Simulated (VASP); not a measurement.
Wanted: the native input for a VASP 6.6.1 run.

```
Task                   : single point
Functional             : r2SCAN
Potentials or basis    : VASP PAW PBE potentials, release 64 (Si, W_sv)
Cutoff                 : 520 eV
k mesh                 : 11 × 11 × 9
Occupations            : gaussian, width 0.1 eV
Spin                   : no spin polarisation
Dipole correction      : no
Further INCAR settings : ALGO = Normal; EDIFF = 1e-06; NBANDS = 18; ISYM = 0
```

Crystal: Si2W.

```
Si W
1.0
     3.21129    0.00000    0.00000
     0.00000    3.21129    0.00000
     1.60565   -1.60565    3.90231
Si W
2 1
Direct
  0.66518 0.33482 0.66965
  0.33482 0.66518 0.33035
  0.00000 0.00000 0.00000
```

One way to write it, as run:

POSCAR

```
Si2W
1.0
    3.2112931008      0.0000000000      0.0000000000
    0.0000000000      3.2112931008      0.0000000000
    1.6056465504     -1.6056465504      3.9023080989
Si W
2 1
Direct
    0.6651751051      0.3348248949      0.6696497898
    0.3348248949      0.6651751051      0.3303502102
    0.0000000000      0.0000000000      0.0000000000
```

INCAR.step1

```
PREC = Accurate ; ENCUT = 520
ISMEAR = 0 ; SIGMA = 0.1
LREAL = False ; LASPH = True
NELM = 100 ; ISYM = 0
NBANDS = 18 ; GGA = PE
ALGO = Normal ; EDIFF = 1E-4
LWAVE = True ; LCHARG = False
```

INCAR.step2

```
PREC = Accurate ; ENCUT = 520
EDIFF = 1E-6 ; ISMEAR = 0
SIGMA = 0.1 ; LREAL = False
LASPH = True ; NELM = 100
ALGO = Normal ; ISIF = 2
LWAVE = False ; LCHARG = True
METAGGA = R2SCAN ; LMIXTAU = True
LELF = True ; LVHAR = True
ISYM = 0 ; NBANDS = 18
ISTART = 1
```

KPOINTS

```
regular mesh
0
Gamma
  11 11 9
```

Potentials or basis: VASP PAW PBE potentials, release 64 (Si, W_sv).

Run with:

```console
$ cat potpaw_PBE.64/Si/POTCAR potpaw_PBE.64/W_sv/POTCAR > POTCAR
$ cp INCAR.step1 INCAR
$ mpirun -np 1 vasp_std > vasp.out
$ cp INCAR.step2 INCAR
$ mpirun -np 1 vasp_std > vasp.out
```

Results of the run:

The pressure is 0.3 GPa. The largest force is 0.014 eV/Å. The band gap on the k mesh is zero (bands 11 and 12 overlap by 1.22 eV).

Caveat: the PAW data sets were made with another functional, which shifts forces and pressure a little; spin-orbit coupling is left out, which moves the levels of the heavy elements.

It took 6.8 min on 1 thread of Intel(R) Xeon(R) 6975P-C (Granite Rapids), on a shared host, peak memory 0.46 GiB.
